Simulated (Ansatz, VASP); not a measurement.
# One calculation of SiNi, two programs

```
CELL_PARAMETERS angstrom
4.43069 0.00000 0.00000
0.00000 4.43069 0.00000
0.00000 0.00000 4.43069
ATOMIC_POSITIONS crystal
Si 0.65369 0.15369 0.34631
Si 0.15369 0.34631 0.65369
Si 0.34631 0.65369 0.15369
Si 0.84631 0.84631 0.84631
Ni 0.35080 0.85080 0.64920
Ni 0.85080 0.64920 0.35080
Ni 0.64920 0.35080 0.85080
Ni 0.14920 0.14920 0.14920
```

Alike in both runs: functional LDA; k mesh 8 × 8 × 8; occupations gaussian, width 0.1 eV; no spin polarisation.

Ansatz relaxed the structure, and its values are those at the end. VASP's run is a single point on that final structure, the one shown.

|  | VASP | Ansatz |
| --- | --- | --- |
| version | VASP 6.6.1 | Ansatz 0.2.0 |
| potentials or method | VASP PAW LDA potentials, release 64 (Si, Ni), cutoff 520 eV | scalar-relativistic, plane waves, PAW |
| valence electrons in the cell | 56 | 88 |

```tsv
	VASP	Ansatz	Ansatz less VASP
gap on the k mesh at the Fermi level (eV)	none	none	-
pressure (GPa)	0.3	0.0	-0.34
```

LDA's correlation is that of Perdew and Zunger in VASP and of Perdew and Wang (1992) in Ansatz. A gap of «none» marks a metal or a gap that the smearing closes. VASP's potentials hold 56 valence electrons a cell and Ansatz's 88, so a difference there can come from the potentials and not from the codes.
